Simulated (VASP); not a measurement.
# ZnO (P6_3/mmc) in VASP: notebook

The runs below take ZnO through single point, with PBE, PBE+D3(BJ), LDA.

Everything below comes from runs of VASP 6.6.1. Logs are shortened: lines on timing, memory, paths and dates and some standing lists are left out, and cuts for length are marked.

**1. The cell of the first run**

The structure is hexagonal, space group P6_3/mmc (No. 194). The conventional cell has a = 3.417 Å, b = 3.417 Å, c = 4.478 Å, α = 90.00°, β = 90.00°, γ = 120.00°. Within 2.6 Å of Zn (site symmetry -6m2) lie 5 O at 1.97 to 2.24 Å. Within 2.6 Å of O (site symmetry -6m2) lie 5 Zn at 1.97 to 2.24 Å.

**2. Single point, PBE**

File INCAR:

```
  ALGO = Normal
  EDIFF = 1E-6
  ENCUT = 600
  GGA = PE
  GGA_COMPAT = False
  ISIF = 2
  ISMEAR = 0
  LASPH = True
  LCHARG = False
  LREAL = False
  LWAVE = False
  NBANDS = 26
  NELM = 120
  PREC = Accurate
  SIGMA = 0.05
```

File KPOINTS:

```
k-points
0
Gamma
  6 6 4
```

File POSCAR:

```
ZnO
1.0
    3.4165334633      0.0000000000      0.0000000000
   -1.7082667316      2.9588047721      0.0000000000
    0.0000000000      0.0000000000      4.4775676713
Zn O
2 2
Direct
    0.3333333333      0.6666666667      0.2500000000
    0.6666666667      0.3333333333      0.7500000000
    0.6666666667      0.3333333333      0.2500000000
    0.3333333333      0.6666666667      0.7500000000
```

Potentials or basis: VASP PAW PBE potentials, release 64 (Zn, O).

Run with:

```bash
cat potpaw_PBE.64/Zn/POTCAR potpaw_PBE.64/O/POTCAR > POTCAR
mpirun -np 1 vasp_std > vasp.out
```

OUTCAR:

```text
EDIFF = 1E-6
   ENCUT = 600
   GGA = PE
   ISIF = 2
   ISMEAR = 0
   LASPH = True
   LREAL = False
   NELM = 120
   PREC = Accurate

 ion  position               nearest neighbor table
   1  0.333  0.667  0.250-   3 1.97   3 1.97   3 1.97   4 2.24   4 2.24   2 2.98   2 2.98   2 2.98
                             2 2.98   2 2.98   2 2.98
   2  0.667  0.333  0.750-   4 1.97   4 1.97   4 1.97   3 2.24   3 2.24   1 2.98   1 2.98   1 2.98
                             1 2.98   1 2.98   1 2.98
   3  0.667  0.333  0.250-   1 1.97   1 1.97   1 1.97   2 2.24   2 2.24
   4  0.333  0.667  0.750-   2 1.97   2 1.97   2 1.97   1 2.24   1 2.24

  LATTYP: Found a hexagonal cell.
 ALAT       =     3.4165334633
 C/A-ratio  =     1.3105587050

  Lattice vectors:

 A1 = (   3.4165334633,   0.0000000000,   0.0000000000)
 A2 = (  -1.7082667316,   2.9588047721,   0.0000000000)
 A3 = (   0.0000000000,   0.0000000000,   4.4775676713)

Analysis of symmetry for initial positions (statically):
=====================================================================
 Subroutine PRICEL returns:
 Original cell was already a primitive cell.

 Routine SETGRP: Setting up the symmetry group for a
 hexagonal supercell.

 Subroutine GETGRP returns: Found 24 space group operations
 (whereof 12 operations were pure point group operations)
 out of a pool of 24 trial point group operations.

The static configuration has the point symmetry D_3d.
 The point group associated with its full space group is D_6h.

Analysis of symmetry for dynamics (positions and initial velocities):
=====================================================================
 Subroutine PRICEL returns:
 Original cell was already a primitive cell.

 Routine SETGRP: Setting up the symmetry group for a
 hexagonal supercell.

 Subroutine GETGRP returns: Found 24 space group operations
 (whereof 12 operations were pure point group operations)
 out of a pool of 24 trial point group operations.

The dynamic configuration has the point symmetry D_3d.
 The point group associated with its full space group is D_6h.

 Subroutine INISYM returns: Found 24 space group operations
 (whereof 12 operations are pure point group operations),
 and found     1 'primitive' translations

----------------------------------------------------------------------------------------

                                     Primitive cell

  volume of cell :      45.2631

  direct lattice vectors                    reciprocal lattice vectors
     3.416533463  0.000000000  0.000000000     0.292694338  0.168987155  0.000000000
    -1.708266732  2.958804772  0.000000000     0.000000000  0.337974310  0.000000000
     0.000000000  0.000000000  4.477567671     0.000000000  0.000000000  0.223335541

  length of vectors
     3.416533463  3.416533463  4.477567671     0.337974310  0.337974310  0.223335541

  position of ions in fractional coordinates (direct lattice)
     0.333333333  0.666666667  0.250000000
     0.666666667  0.333333333  0.750000000
     0.666666667  0.333333333  0.250000000
     0.333333333  0.666666667  0.750000000

  ion indices of the primitive-cell ions
   primitive index   ion index
                 1           1
                 2           2
                 3           3
                 4           4

----------------------------------------------------------------------------------------

 KPOINTS: k-points

Automatic generation of k-mesh.
 Grid dimensions read from file:
 generate k-points for:    6    6    4

 Generating k-lattice:

  Cartesian coordinates                     Fractional coordinates (reciprocal lattice)
     0.048782390  0.028164526  0.000000000     0.166666667  0.000000000  0.000000000
     0.000000000  0.056329052  0.000000000     0.000000000  0.166666667  0.000000000
     0.000000000  0.000000000  0.055833885     0.000000000  0.000000000  0.250000000

  Length of vectors
     0.056329052  0.056329052  0.055833885

  Shift w.r.t. Gamma in fractional coordinates (k-lattice)
     0.000000000  0.000000000  0.000000000

 Subroutine IBZKPT returns following result:
 ===========================================

 Found     21 irreducible k-points:

 Following reciprocal coordinates:
            Coordinates               Weight
  0.000000  0.000000  0.000000      1.000000
  0.166667  0.000000  0.000000      6.000000
  0.333333  0.000000  0.000000      6.000000
  0.500000  0.000000  0.000000      3.000000
  0.166667  0.166667  0.000000      6.000000
  0.333333  0.166667  0.000000     12.000000
[... 13 lines left out ...]
  0.333333  0.166667  0.500000     12.000000
  0.333333  0.333333  0.500000      2.000000
   k-points           NKPTS =     21   k-points in BZ     NKDIM =     21   number of bands    NBANDS=     26
   number of dos      NEDOS =    301   number of ions     NIONS =      4
   total plane-waves  NPLWV =  28224
   dimension x,y,z NGX =    28 NGY =   28 NGZ =   36
   dimension x,y,z NGXF=    56 NGYF=   56 NGZF=   72
   ions per type =               2   2
   NGX,Y,Z   is equivalent  to a cutoff of  13.62, 13.62, 13.37 a.u.
   NGXF,Y,Z  is equivalent  to a cutoff of  27.25, 27.25, 26.73 a.u.
 SYSTEM =  unknown system
   PREC   = accura    normal or accurate (medium, high low for compatibility)
   ISTART =      0    job   : 0-new  1-cont  2-samecut
   ICHARG =      2    charge: 1-file 2-atom 10-const
   ISPIN  =      1    spin polarized calculation?
   LNONCOLLINEAR =      F non collinear calculations
   LSORBIT =      F    spin-orbit coupling
   LASPH  =      T    aspherical Exc in radial PAW
   ENCUT  =  600.0 eV  44.10 Ry    6.64 a.u.   6.82  6.82  8.94*2*pi/ulx,y,z
   NELM   =    120;   NELMIN=  2; NELMDL= -5     # of ELM steps
   EDIFF  = 0.1E-05   stopping-criterion for ELM
   LREAL  =      F    real-space projection
   EDIFFG = 0.1E-04   stopping-criterion for IOM
   NSW    =      0    number of steps for IOM
   IBRION =     -1    ionic relax: 0-MD 1-quasi-New 2-CG
   NFREE  =      0    steps in history (QN), initial steepest desc. (CG)
   ISIF   =      2    stress and relaxation
   ISYM   =      2    0-nonsym 1-usesym 2-fastsym
   POTIM  = 0.5000    time-step for ionic-motion
   TEBEG  =    0.0;   TEEND  =   0.0 temperature during run
   PSTRESS=    0.0 pullay stress
   NELECT =      36.0000    total number of electrons
   NUPDOWN=      -1.0000    fix difference up-down
   EMIN   =  10.00;   EMAX   =-10.00  energy-range for DOS
   EFERMI =   0.00;   METHOD = LEGACY
   ISMEAR =     0;   SIGMA  =   0.05  broadening in eV -4-tet -1-fermi 0-gaus
   EFERMI_NEDOS =   21; number of points for ismear=-14 and -15
   IALGO  =     38    algorithm
   IMIX   =      4    mixing-type and parameters
     AMIX     =   0.40;   BMIX     =  1.00
     AMIX_MAG =   1.60;   BMIX_MAG =  1.00
  volume/ion in A,a.u.               =      11.32        76.36
  Fermi-wavevector in a.u.,A,eV,Ry     =   1.516798  2.866332 31.302581  2.300675
  Thomas-Fermi vector in A             =   2.626139
   LORBIT       =      0    0 simple, 1 ext, 2 COOP (PROOUT), +10 PAW based schemes
   GGA     = PE    functional components
   LHFCALC =     F    Hartree Fock is set to
   AEXX    =    0.0000 exact exchange contribution
   IVDW    =     0    specifies the selected vdW correction
   LEPSILON=     F    determine dielectric tensor
   LRPA    =     F    only Hartree local field effects (RPA)
 non-spin polarized calculation
 Gauss-broadening in eV      SIGMA  =   0.05
  energy-cutoff  :      600.00
  volume of cell :       45.26
 maximum number of plane-waves:      1524
 NGX is ok and might be reduce to    28
   NGX = 13   NGY = 13   NGZ = 17

 number of electron      36.0000018 magnetization

 Free energy of the ion-electron system (eV)
  ---------------------------------------------------
  ext. energy  EPLUGINS =         0.00000000
  ---------------------------------------------------
  free energy    TOTEN  =       -17.53157777 eV

  energy without entropy =      -17.53157777  energy(sigma->0) =      -17.53157777

 E-fermi :   1.7909     XC(G=0): -11.2108

 val. band max:        1.4933384302   @ k =   0.3333   0.3333   0.5000
 cond. band min:       2.4941869028   @ k =   0.0000   0.0000   0.0000
 fundamental gap:      1.0008484726
 Fermi energy:         1.7909287463

 k-point     1 :       0.0000    0.0000    0.0000
  band No.  band energies     occupation
      1     -16.6646      2.00000
      2     -15.4611      2.00000
      3      -4.3014      2.00000
      4      -4.3014      2.00000
      5      -4.1790      2.00000
      6      -4.1790      2.00000
[... 18 lines left out ...]
     25      14.7168      0.00000
     26      17.0872      0.00000

 k-point     2 :       0.1667    0.0000    0.0000
  band No.  band energies     occupation
      1     -16.5179      2.00000
      2     -15.4470      2.00000
      3      -4.3476      2.00000
      4      -4.2081      2.00000
      5      -4.1792      2.00000
      6      -3.9952      2.00000
[... 18 lines left out ...]
     25      15.4182      0.00000
     26      16.6112      0.00000

 k-point     3 :       0.3333    0.0000    0.0000
  band No.  band energies     occupation
      1     -16.1708      2.00000
      2     -15.4643      2.00000
      3      -4.4671      2.00000
      4      -3.9935      2.00000
      5      -3.8488      2.00000
      6      -3.7556      2.00000
[... 18 lines left out ...]
     25      14.5747      0.00000
     26      17.2467      0.00000

 k-point     4 :       0.5000    0.0000    0.0000
  band No.  band energies     occupation
      1     -15.9275      2.00000
      2     -15.5385      2.00000
      3      -4.4659      2.00000
      4      -3.7095      2.00000
      5      -3.6978      2.00000
      6      -3.6272      2.00000
[... 18 lines left out ...]
     25      15.0180      0.00000
     26      16.8732      0.00000

 k-point     5 :       0.1667    0.1667    0.0000
  band No.  band energies     occupation
      1     -16.2686      2.00000
      2     -15.4504      2.00000
      3      -4.3444      2.00000
      4      -4.2056      2.00000
      5      -3.9152      2.00000
      6      -3.7467      2.00000
[... 18 lines left out ...]
     25      15.1556      0.00000
     26      15.8968      0.00000

 k-point     6 :       0.3333    0.1667    0.0000
  band No.  band energies     occupation
      1     -15.9362      2.00000
      2     -15.5317      2.00000
      3      -4.2559      2.00000
      4      -3.8643      2.00000
      5      -3.7024      2.00000
      6      -3.6119      2.00000
[... 340 lines left out ...]
 k-point    18 :       0.5000    0.0000    0.5000
  band No.  band energies     occupation
      1     -15.6737      2.00000
      2     -15.6737      2.00000
      3      -4.8112      2.00000
      4      -4.8112      2.00000
      5      -3.8497      2.00000
      6      -3.8497      2.00000
[... 18 lines left out ...]
     25      15.1047      0.00000
     26      15.1047      0.00000

 k-point    19 :       0.1667    0.1667    0.5000
  band No.  band energies     occupation
      1     -15.8214      2.00000
      2     -15.8214      2.00000
      3      -4.6906      2.00000
      4      -4.6906      2.00000
      5      -3.9530      2.00000
      6      -3.9530      2.00000
[... 18 lines left out ...]
     25      14.6760      0.00000
     26      14.6760      0.00000

 k-point    20 :       0.3333    0.1667    0.5000
  band No.  band energies     occupation
      1     -15.6753      2.00000
      2     -15.6753      2.00000
      3      -4.7260      2.00000
      4      -4.7260      2.00000
      5      -3.8543      2.00000
      6      -3.8543      2.00000
[... 18 lines left out ...]
     25      15.6348      0.00000
     26      15.6348      0.00000

 k-point    21 :       0.3333    0.3333    0.5000
  band No.  band energies     occupation
      1     -15.6273      2.00000
      2     -15.6273      2.00000
      3      -4.6235      2.00000
      4      -4.6235      2.00000
      5      -3.7543      2.00000
      6      -3.7543      2.00000
[... 18 lines left out ...]
     25      16.5957      0.00000
     26      16.5957      0.00000

------------------------ aborting loop because EDIFF is reached ----------------------------------------

  FORCE on cell =-STRESS in cart. coord.  units (eV):
  Direction    XX          YY          ZZ          XY          YZ          ZX
  --------------------------------------------------------------------------------------
  -------------------------------------------------------------------------------------
  Total        2.1563802      2.1563802      1.9526209      0.0000000     -0.0000000      0.0000000
  in kB       76.3293869     76.3293869     69.1169200      0.0000000     -0.0000000      0.0000000
  external PRESSURE =      73.9252313 kB  Pullay stress =       0.0000000 kB

 VOLUME and BASIS-vectors are now :
 -----------------------------------------------------------------------------
  energy-cutoff  :      600.00
  volume of cell :       45.26
      direct lattice vectors                 reciprocal lattice vectors
     3.416533463  0.000000000  0.000000000     0.292694338  0.168987155  0.000000000
    -1.708266732  2.958804772  0.000000000     0.000000000  0.337974310  0.000000000
     0.000000000  0.000000000  4.477567671     0.000000000  0.000000000  0.223335541

 POSITION                                       TOTAL-FORCE (eV/Angst)
 -----------------------------------------------------------------------------------
     -0.00000      1.97254      1.11939        -0.000000      0.000000      0.000000
      1.70827      0.98627      3.35818         0.000000     -0.000000      0.000000
      1.70827      0.98627      1.11939         0.000000     -0.000000      0.000000
     -0.00000      1.97254      3.35818         0.000000      0.000000      0.000000
 -----------------------------------------------------------------------------------
    total drift:                                0.000000     -0.000000      0.000000

  FREE ENERGIE OF THE ION-ELECTRON SYSTEM (eV)
  ---------------------------------------------------
  free  energy   TOTEN  =       -17.5315777742 eV

  energy  without entropy=      -17.5315777742  energy(sigma->0) =      -17.53157777
```

Run time: 29 s. Hardware: 1 thread of AMD EPYC 7R43 (Zen 3), shared host; peak memory 0.14 GiB.

Results:

```yaml
Free_energy: -17.5316 eV
Pressure: 7.4 GPa
Band_gap_on_the_k_mesh: 1.00 eV, indirect (least direct gap 1.06 eV)
```

Stress tensor (GPa, compression positive):
```
7.63 0.00 0.00
0.00 7.63 0.00
0.00 0.00 6.91
```

A k mesh can miss the band edges. As with any semilocal functional, this PBE gap is likely too small.

**3. Single point, PBE**

File INCAR:

```
SYSTEM = ZnO
  PREC = Accurate
  ENCUT = 600
  EDIFF = 1E-6
  ISMEAR = 0
  SIGMA = 0.01
  LREAL = .False.
  LASPH = .True.
  NELM = 120
  ALGO = Normal
  ISIF = 2
  LWAVE = .False.
  LCHARG = .False.
  GGA = PE
  NBANDS = 26
  GGA_COMPAT = .False.
```

File KPOINTS:

```
regular mesh
0
Gamma
  6 6 4
  0 0 0
```

POSCAR is that of step 2.

Potentials or basis: VASP PAW PBE potentials, release 64 (Zn, O).

Run with:

```bash
cat potpaw_PBE.64/Zn/POTCAR potpaw_PBE.64/O/POTCAR > POTCAR
mpirun -np 1 vasp_std > vasp.out
```

It took 28 s on 1 thread of AMD EPYC 7R43 (Zen 3), shared host; peak memory 0.14 GiB.

Results (log left out):

```yaml
Free_energy: -17.5316 eV
Pressure: 7.4 GPa
Band_gap_on_the_k_mesh: 1.00 eV, indirect (least direct gap 1.06 eV)
```

Stress tensor (GPa, compression positive):
```
7.63 0.00 0.00
0.00 7.63 0.00
0.00 0.00 6.91
```

Levels at points of the mesh, in eV from the valence-band top:
```
           k point  band 15  band 16  band 17  band 18  band 19  band 20  band 21  band 22
(0.00, 0.00, 0.00)    -0.80    -0.80    -0.05    -0.05     1.00     4.94     9.98    11.47
(0.50, 0.00, 0.00)    -2.65    -2.50    -1.49    -1.31     5.90     6.52     7.89     9.63
(0.00, 0.00, 0.50)    -0.36    -0.36    -0.36    -0.36     4.37     4.37    11.51    11.51
(0.50, 0.00, 0.50)    -1.87    -1.87    -0.35    -0.35     6.16     6.16     8.82     8.82
```

**4. Single point, PBE+D3(BJ)**

File INCAR:

```
SYSTEM = ZnO
  ALGO = Normal
  EDIFF = 1E-6
  ENCUT = 600
  GGA = PE
  GGA_COMPAT = .False.
  ISIF = 2
  ISMEAR = 0
  IVDW = 12
  LASPH = .True.
  LCHARG = .True.
  LELF = .True.
  LREAL = .False.
  LVHAR = .True.
  LWAVE = .False.
  NBANDS = 26
  NELM = 120
  PREC = Accurate
  SIGMA = 0.01
```

File KPOINTS:

```
k-points
0
Gamma
  6 6 4
  0 0 0
```

POSCAR is that of step 3.

Run with:

```bash
cat potpaw_PBE.64/Zn/POTCAR potpaw_PBE.64/O/POTCAR > POTCAR
mpirun -np 1 vasp_std > vasp.out
```

Run time: 29 s. Hardware: 1 thread of AMD EPYC 7R43 (Zen 3), shared host; peak memory 0.16 GiB.

The run converged. Its results:

```yaml
Free_energy: -18.4716 eV
Pressure: 3.9 GPa
Band_gap_on_the_k_mesh: 1.00 eV, indirect (least direct gap 1.06 eV)
Dispersion_energy_per_atom: -0.235 eV
```

Stress tensor (GPa, compression positive):
```
4.16 0.00 0.00
0.00 4.16 0.00
0.00 0.00 3.52
```

Levels at points of the mesh, in eV from the valence-band top:
| k point | band 16 | band 17 | band 18 | band 19 | band 20 | band 21 |
| --- | --- | --- | --- | --- | --- | --- |
| (0.00, 0.00, 0.00) | -0.80 | -0.05 | -0.05 | 1.00 | 4.94 | 9.98 |
| (0.50, 0.00, 0.00) | -2.50 | -1.49 | -1.31 | 5.90 | 6.52 | 7.89 |
| (0.00, 0.00, 0.50) | -0.36 | -0.36 | -0.36 | 4.37 | 4.37 | 11.51 |
| (0.50, 0.00, 0.50) | -1.87 | -0.35 | -0.35 | 6.16 | 6.16 | 8.82 |

A k mesh can miss the band edges.

[end of part 1 of 2]
